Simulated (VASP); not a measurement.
**SrO: single point with r2SCAN**

SrO:

```
CELL_PARAMETERS angstrom
0.00000 2.48902 2.48902
2.48902 0.00000 2.48902
2.48902 2.48902 0.00000
ATOMIC_POSITIONS crystal
Sr 0.50000 0.50000 0.50000
O 0.00000 0.00000 0.00000
```

```
Program                : VASP 6.6.1
Task                   : single point
Functional             : r2SCAN
Potentials or basis    : VASP PAW PBE potentials, release 64 (Sr_sv, O)
Cutoff                 : 660 eV
k mesh                 : 12 × 12 × 12
Occupations            : gaussian, width 0.02 eV
Spin                   : no spin polarisation
Dipole correction      : no
Further INCAR settings : ALGO = Normal; EDIFF = 1e-06; NBANDS = 15
```

```json
{
 "Pressure": "13.5 GPa",
 "Band gap on the k mesh": "3.67 eV"
}
```

Levels at points of the mesh, in eV from the valence-band top:
```tsv
k point	band 5	band 6	band 7	band 8	band 9	band 10	band 11	band 12
(0.00, 0.00, 0.00)	-14.05	0.00	0.00	0.00	5.44	6.99	6.99	6.99
(0.50, 0.00, 0.00)	-12.94	-2.31	-1.34	-1.34	7.55	9.92	10.06	10.06
(0.50, 0.50, 0.00)	-14.54	-0.22	0.00	0.00	3.67	9.31	11.58	12.06
```

Wall time 5.1 min on 1 thread of Intel Xeon 8259CL, on a shared host, peak memory 0.21 GiB.

Caveat: the cell stands under pressure; the PAW data sets were made with another functional, which shifts forces and pressure a little. A k mesh can miss the band edges.
